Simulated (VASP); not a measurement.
# CdS (F-43m) in VASP: relaxation of cell and atoms with LDA

Aim: the relaxation of cell and atoms of CdS with LDA.

Program: VASP 6.6.1. These are calculated values, not measurements. Logs are shortened: lines on timing, memory, paths and dates and some standing lists are left out, and cuts for length are marked.

## (1) The cell of the first run

It takes space group F-43m (No. 216, cubic). Conventional cell: a = 5.886 Å, b = 5.886 Å, c = 5.886 Å, α = 90.00°, β = 90.00°, γ = 90.00°. Cd (site symmetry -43m) has 4 S at 2.55 Å within 3.4 Å. Within 3.4 Å of S (site symmetry -43m) lie 4 Cd at 2.55 Å.

## (2) Relaxation of cell and atoms, LDA

The input, INCAR:

```
SYSTEM = CdS
  PREC = Accurate
  ENCUT = 630
  EDIFF = 1E-7
  ISMEAR = 0
  SIGMA = 0.02
  LREAL = .False.
  LASPH = .True.
  NELM = 120
  ALGO = Normal
  ISIF = 3
  LWAVE = .False.
  LCHARG = .False.
  IBRION = 2
  NSW = 100
  EDIFFG = -0.002
  GGA_COMPAT = .False.
  NELMIN = 4
```

The input, KPOINTS:

```
Automatic mesh
0
Gamma
  8 8 8
  0 0 0
```

The input, POSCAR:

```
CdS
1.0
    0.0000000000      2.9429534600      2.9429534600
    2.9429534600      0.0000000000      2.9429534600
    2.9429534600      2.9429534600      0.0000000000
Cd S
1 1
Direct
    0.0000000000      0.0000000000      0.0000000000
    0.7500000000      0.7500000000      0.7500000000
```

Potentials or basis: VASP PAW LDA potentials, release 64 (Cd_sv_GW, S).

Run with:

```bash
> cat potpaw_LDA.64/Cd_sv_GW/POTCAR potpaw_LDA.64/S/POTCAR > POTCAR
> mpirun -np 1 vasp_std > vasp.out
```

OUTCAR:

```text
SYSTEM = CdS
   PREC = Accurate
   ENCUT = 630
   EDIFF = 1E-7
   ISMEAR = 0
   LREAL = .False.
   LASPH = .True.
   NELM = 120
   ISIF = 3
   IBRION = 2
   NSW = 100
   EDIFFG = -0.002
   NELMIN = 4

 ion  position               nearest neighbor table
   1  0.000  0.000  0.000-   2 2.55   2 2.55   2 2.55   2 2.55
   2  0.750  0.750  0.750-   1 2.55   1 2.55   1 2.55   1 2.55

  LATTYP: Found a face centered cubic cell.
 ALAT       =     5.8859069200

  Lattice vectors:

 A1 = (   0.0000000000,   2.9429534600,   2.9429534600)
 A2 = (   2.9429534600,   0.0000000000,   2.9429534600)
 A3 = (   2.9429534600,   2.9429534600,   0.0000000000)

Analysis of symmetry for initial positions (statically):
=====================================================================
 Subroutine PRICEL returns:
 Original cell was already a primitive cell.

 Routine SETGRP: Setting up the symmetry group for a
 face centered cubic supercell.

 Subroutine GETGRP returns: Found 24 space group operations
 (whereof 24 operations were pure point group operations)
 out of a pool of 48 trial point group operations.

The static configuration has the point symmetry T_d .

Analysis of symmetry for dynamics (positions and initial velocities):
=====================================================================
 Subroutine PRICEL returns:
 Original cell was already a primitive cell.

 Routine SETGRP: Setting up the symmetry group for a
 face centered cubic supercell.

 Subroutine GETGRP returns: Found 24 space group operations
 (whereof 24 operations were pure point group operations)
 out of a pool of 48 trial point group operations.

The dynamic configuration has the point symmetry T_d .

 Subroutine INISYM returns: Found 24 space group operations
 (whereof 24 operations are pure point group operations),
 and found     1 'primitive' translations

----------------------------------------------------------------------------------------

                                     Primitive cell

  volume of cell :      50.9777

  direct lattice vectors                    reciprocal lattice vectors
     0.000000000  2.942953460  2.942953460    -0.169897352  0.169897352  0.169897352
     2.942953460  0.000000000  2.942953460     0.169897352 -0.169897352  0.169897352
     2.942953460  2.942953460  0.000000000     0.169897352  0.169897352 -0.169897352

  length of vectors
     4.161964697  4.161964697  4.161964697     0.294270846  0.294270846  0.294270846

  position of ions in fractional coordinates (direct lattice)
     0.000000000  0.000000000  0.000000000
     0.750000000  0.750000000  0.750000000

  ion indices of the primitive-cell ions
   primitive index   ion index
                 1           1
                 2           2

----------------------------------------------------------------------------------------

 KPOINTS: Automatic mesh

Automatic generation of k-mesh.
 Grid dimensions read from file:
 generate k-points for:    8    8    8

 Generating k-lattice:

  Cartesian coordinates                     Fractional coordinates (reciprocal lattice)
    -0.021237169  0.021237169  0.021237169     0.125000000  0.000000000  0.000000000
     0.021237169 -0.021237169  0.021237169     0.000000000  0.125000000  0.000000000
     0.021237169  0.021237169 -0.021237169     0.000000000  0.000000000  0.125000000

  Length of vectors
     0.036783856  0.036783856  0.036783856

  Shift w.r.t. Gamma in fractional coordinates (k-lattice)
     0.000000000  0.000000000  0.000000000

 Subroutine IBZKPT returns following result:
 ===========================================

 Found     29 irreducible k-points:

 Following reciprocal coordinates:
            Coordinates               Weight
  0.000000  0.000000  0.000000      1.000000
  0.125000  0.000000  0.000000      8.000000
  0.250000  0.000000  0.000000      8.000000
  0.375000  0.000000  0.000000      8.000000
  0.500000  0.000000  0.000000      4.000000
  0.125000  0.125000  0.000000      6.000000
[... 16 lines left out ...]
  0.500000  0.250000  0.125000     48.000000
 -0.375000  0.250000  0.125000     24.000000
 [... further k-points ...]
   k-points           NKPTS =     29   k-points in BZ     NKDIM =     29   number of bands    NBANDS=     17
   number of dos      NEDOS =    301   number of ions     NIONS =      2
   total plane-waves  NPLWV =  46656
   dimension x,y,z NGX =    36 NGY =   36 NGZ =   36
   dimension x,y,z NGXF=    72 NGYF=   72 NGZF=   72
   ions per type =               1   1
   NGX,Y,Z   is equivalent  to a cutoff of  14.38, 14.38, 14.38 a.u.
   NGXF,Y,Z  is equivalent  to a cutoff of  28.76, 28.76, 28.76 a.u.
 SYSTEM =  CdS
   PREC   = accura    normal or accurate (medium, high low for compatibility)
   ISTART =      0    job   : 0-new  1-cont  2-samecut
   ICHARG =      2    charge: 1-file 2-atom 10-const
   ISPIN  =      1    spin polarized calculation?
   LNONCOLLINEAR =      F non collinear calculations
   LSORBIT =      F    spin-orbit coupling
   LASPH  =      T    aspherical Exc in radial PAW
   ENCUT  =  630.0 eV  46.30 Ry    6.80 a.u.   8.52  8.52  8.52*2*pi/ulx,y,z
   NELM   =    120;   NELMIN=  4; NELMDL= -5     # of ELM steps
   EDIFF  = 0.1E-06   stopping-criterion for ELM
   LREAL  =      F    real-space projection
   EDIFFG = -.2E-02   stopping-criterion for IOM
   NSW    =    100    number of steps for IOM
   IBRION =      2    ionic relax: 0-MD 1-quasi-New 2-CG
   NFREE  =      1    steps in history (QN), initial steepest desc. (CG)
   ISIF   =      3    stress and relaxation
   ISYM   =      2    0-nonsym 1-usesym 2-fastsym
   POTIM  = 0.5000    time-step for ionic-motion
   TEBEG  =    0.0;   TEEND  =   0.0 temperature during run
   PSTRESS=    0.0 pullay stress
   NELECT =      26.0000    total number of electrons
   NUPDOWN=      -1.0000    fix difference up-down
   EMIN   =  10.00;   EMAX   =-10.00  energy-range for DOS
   EFERMI =   0.00;   METHOD = LEGACY
   ISMEAR =     0;   SIGMA  =   0.02  broadening in eV -4-tet -1-fermi 0-gaus
   EFERMI_NEDOS =   21; number of points for ismear=-14 and -15
   IALGO  =     38    algorithm
   IMIX   =      4    mixing-type and parameters
     AMIX     =   0.40;   BMIX     =  1.00
     AMIX_MAG =   1.60;   BMIX_MAG =  1.00
  volume/ion in A,a.u.               =      25.49       172.01
  Fermi-wavevector in a.u.,A,eV,Ry     =   1.307994  2.471751 23.277519  1.710849
  Thomas-Fermi vector in A             =   2.438691
   LORBIT       =      0    0 simple, 1 ext, 2 COOP (PROOUT), +10 PAW based schemes
   GGA     = CA    functional components
   LHFCALC =     F    Hartree Fock is set to
   AEXX    =    0.0000 exact exchange contribution
   IVDW    =     0    specifies the selected vdW correction
   LEPSILON=     F    determine dielectric tensor
   LRPA    =     F    only Hartree local field effects (RPA)
 conjugate gradient relaxation of ions
 non-spin polarized calculation
 Gauss-broadening in eV      SIGMA  =   0.02
  energy-cutoff  :      630.00
  volume of cell :       50.98
 maximum number of plane-waves:      1850
 NGX is ok and might be reduce to    36
   NGX = 17   NGY = 17   NGZ = 17

--------------------------------------- Ionic step        1  -------------------------------------------

 number of electron      25.9999999 magnetization

 Free energy of the ion-electron system (eV)
  ---------------------------------------------------
  ext. energy  EPLUGINS =         0.00000000
  ---------------------------------------------------
  free energy    TOTEN  =        -7.40867835 eV

  energy without entropy =       -7.40867835  energy(sigma->0) =       -7.40867835

------------------------ aborting loop because EDIFF is reached ----------------------------------------

  FORCE on cell =-STRESS in cart. coord.  units (eV):
  Direction    XX          YY          ZZ          XY          YZ          ZX
  --------------------------------------------------------------------------------------
  -------------------------------------------------------------------------------------
  Total       -1.2473112     -1.2473112     -1.2473112      0.0000000      0.0000000     -0.0000000
  in kB      -39.2017294    -39.2017294    -39.2017294      0.0000000      0.0000000     -0.0000000
  external PRESSURE =     -39.2017294 kB  Pullay stress =       0.0000000 kB
[... 21 lines left out ...]
  energy  without entropy=       -7.4086783542  energy(sigma->0) =       -7.40867835

--------------------------------------- Ionic step        2  -------------------------------------------

 number of electron      25.9999996 magnetization

 E-fermi :   3.5413     XC(G=0): -10.0217

 val. band max:        3.3088553148   @ k =   0.0000   0.0000   0.0000
 cond. band min:       4.3281286192   @ k =   0.0000   0.0000   0.0000
 fundamental gap:      1.0192733044
 Fermi energy:         3.5413064399

 k-point     1 :       0.0000    0.0000    0.0000
  band No.  band energies     occupation
      1     -97.5888      2.00000
      2     -58.9787      2.00000
      3     -58.9787      2.00000
      4     -58.9787      2.00000
      5      -9.4657      2.00000
      6      -4.7329      2.00000
[... 9 lines left out ...]
     16       9.6523      0.00000
     17       9.6523      0.00000
[... 493 lines left out ...]
  energy  without entropy=       -7.4428246522  energy(sigma->0) =       -7.44282465

--------------------------------------- Ionic step        3  -------------------------------------------

 number of electron      26.0000004 magnetization

 Free energy of the ion-electron system (eV)
  ---------------------------------------------------
  ext. energy  EPLUGINS =         0.00000000
  ---------------------------------------------------
  free energy    TOTEN  =        -7.45023300 eV

  energy without entropy =       -7.45023300  energy(sigma->0) =       -7.45023300

 E-fermi :   3.1127     XC(G=0):  -9.8955

 val. band max:        3.0188172564   @ k =   0.0000   0.0000   0.0000
 cond. band min:       3.9837664248   @ k =   0.0000   0.0000   0.0000
 fundamental gap:      0.9649491684
 Fermi energy:         3.1126578296

 k-point     1 :       0.0000    0.0000    0.0000
  band No.  band energies     occupation
      1     -97.8114      2.00000
      2     -59.2004      2.00000
      3     -59.2004      2.00000
      4     -59.2004      2.00000
      5      -9.5759      2.00000
      6      -4.9047      2.00000
[... 9 lines left out ...]
     16       9.3748      0.00000
     17       9.3748      0.00000
[... 489 lines left out ...]
  FREE ENERGIE OF THE ION-ELECTRON SYSTEM (eV)
  ---------------------------------------------------
  free  energy   TOTEN  =        -7.4502329951 eV

  energy  without entropy=       -7.4502329951  energy(sigma->0) =       -7.45023300

 reached required accuracy - stopping structural energy minimisation
```

It took 60 s on 1 thread of Intel Xeon 6975P-C (Granite Rapids), shared host; peak memory 0.2 GiB.

Results:

```yaml
Free_energy: -7.4502 eV
Relaxed_volume: 23.88 Å³/atom
Relaxed_cell: a = 4.073 Å, b = 4.073 Å, c = 4.073 Å, α = 60.00°, β = 60.00°, γ = 60.00°
Space_group_after_relaxing_to_0.1_Å: F-43m (No. 216)
Energy_gained_by_relaxing: 20.8 meV/atom
Ionic_steps: 3
Pressure_after_relaxing: 0.0 GPa
Band_gap_on_the_k_mesh: 0.96 eV
```

Step by step:
```tsv
step	energy change (eV)	largest force (eV/Å)	pressure (GPa)	volume (Å³)
1	0.0000	0.0000	-3.92	50.98
2	-0.0341	0.0000	1.94	46.51
3	-0.0416	0.0000	0.00	47.76
```

Final structure:
```
Cd S
1.0
     0.00000    2.87978    2.87978
     2.87978    0.00000    2.87978
     2.87978    2.87978    0.00000
Cd S
1 1
Cartesian
  0.0000 0.0000 0.0000
  4.3197 4.3197 4.3197
```

Levels at points of the mesh, in eV from the valence-band top:
```tsv
k point	band 9	band 10	band 11	band 12	band 13	band 14	band 15	band 16	band 17
(0.00, 0.00, 0.00)	-7.39	-7.39	0.00	0.00	0.00	0.96	6.36	6.36	6.36
(0.50, 0.00, 0.00)	-7.34	-6.97	-4.75	-0.83	-0.83	2.83	6.85	6.85	7.31
(0.50, 0.50, 0.00)	-7.29	-6.90	-4.22	-2.06	-2.06	3.25	4.22	9.08	10.78
```
